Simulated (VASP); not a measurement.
Write the native input for VASP 6.6.1 that does the following.

* Task: single point
* Functional: LDA
* Potentials or basis: VASP PAW LDA potentials, release 64 (Sn_d, O)
* Cutoff: 520 eV
* k mesh: 6 × 6 × 4
* Occupations: gaussian, width 0.01 eV
* Spin: no spin polarisation
* Dipole correction: no
* Further INCAR settings: ALGO = Normal; EDIFF = 1e-06; NBANDS = 28

The structure of SnO (Romarchite) lies in POSCAR:

```
SnO
1.0
    3.7986000000      0.0000000000      0.0000000000
    0.0000000000      3.7986000000      0.0000000000
    0.0000000000      0.0000000000      4.8408000000
Sn O
2 2
Direct
    0.5000000000      0.0000000000      0.2369000000
    0.0000000000      0.5000000000      0.7631000000
    0.0000000000      0.0000000000      0.0000000000
    0.5000000000      0.5000000000      0.0000000000
```

The input as run:

INCAR

```
SYSTEM = SnO
ALGO = Normal
EDIFF = 1E-6
ENCUT = 520
ISIF = 2
ISMEAR = 0
LASPH = .True.
LCHARG = .False.
LREAL = .False.
LWAVE = .False.
NBANDS = 28
NELM = 80
PREC = Accurate
SIGMA = 0.01
```

KPOINTS

```
k-points
0
Gamma
  6 6 4
  0 0 0
```

Potentials or basis: VASP PAW LDA potentials, release 64 (Sn_d, O).

Command:

```console
$ cat potpaw_LDA.64/Sn_d/POTCAR potpaw_LDA.64/O/POTCAR > POTCAR
$ mpirun -np 1 vasp_std > vasp.out
```

It gave:

```
Pressure               : -1.9 GPa
Largest force          : 0.007 eV/Å
Band gap on the k mesh : 0.13 eV, indirect (least direct gap 1.98 eV)
```

Caveat: spin-orbit coupling is left out, which moves the levels of the heavy elements.

It took 95 s on 1 thread of AMD EPYC 7R13, on a shared host, peak memory 0.15 GiB.
